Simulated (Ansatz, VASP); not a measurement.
# ZnSe in VASP and in Ansatz

The input INCAR:

```
SYSTEM = ZnSe
PREC = Accurate
ENCUT = 520
EDIFF = 1E-7
ISMEAR = -1
SIGMA = 0.02
LREAL = .FALSE.
LASPH = .TRUE.
NELM = 150
ALGO = Normal
ISIF = 2
LWAVE = .FALSE.
LCHARG = .FALSE.
MAGMOM = 0 0 0 0 0 0
LORBIT = 11
LSORBIT = .TRUE.
GGA_COMPAT = .FALSE.
LORBMOM = .TRUE.
GGA = PE
NBANDS = 30
```

File KPOINTS:

```
regular mesh
0
G
  8 8 8
  0 0 0
```

Contents of POSCAR:

```
ZnSe
1.0
    0.0000000000      2.8324206784      2.8324206784
    2.8324206784      0.0000000000      2.8324206784
    2.8324206784      2.8324206784      0.0000000000
Zn Se
1 1
Direct
    0.0000000000      0.0000000000      0.0000000000
    0.2500000000      0.2500000000      0.2500000000
```

Input for Ansatz:

```yaml
crystal:
  lattice:
    - [0.0, 2.8324206784, 2.8324206784]
    - [2.8324206784, 0.0, 2.8324206784]
    - [2.8324206784, 2.8324206784, 0.0]
  atoms:
    - { symbol: Zn, position: [0.0, 0.0, 0.0] }
    - { symbol: Se, position: [0.25, 0.25, 0.25] }
kpoints:
  mp_grid: { grid: [8, 8, 8] }
  band_path:
    path:
      - [0.0, 0.0, 0.0]
      - [-0.5, -0.5, 0.0]
      - [-0.375, -0.375, 0.25]
      - [-0.375, 0.0, 0.375]
      - [0.0, 0.0, 0.5]
      - [-0.5, -0.25, 0.25]
    npoints: 1
hamiltonian:
  xc: pbe
scf:
  occupations: { method: fermi_dirac, width: 0.02 }
  n_extra_bands: 8
magnetization:
  noncollinear: true
  spin_orbit: true
output:
  forces: true
  stress: true
  eigenvalues: true
```

Alike in both runs: task single point; functional PBE; k mesh 8 × 8 × 8; occupations fermi-dirac, width 0.02 eV; non-collinear spin, spin-orbit coupling.

|  | VASP | Ansatz |
| --- | --- | --- |
| version | VASP 6.6.1 | Ansatz 0.2.0 |
| potentials or method | VASP PAW PBE potentials, release 64 (Zn, Se) | plane waves, PAW |
| plane-wave cutoff (eV) | 520 | 420 |
| valence electrons in the cell | 18 | 28 |

|  | VASP | Ansatz | Ansatz less VASP |
| --- | --- | --- | --- |
| pressure (GPa) | 2.5 | 2.2 | -0.25 |
| net moment per atom (μB) | 0.00 | 0.00 | 0.000 |

The functional is the same, so the differences come from potentials, cutoffs and numerics. VASP's potentials hold 18 valence electrons a cell and Ansatz's 28, so a difference there can come from the potentials and not from the codes.
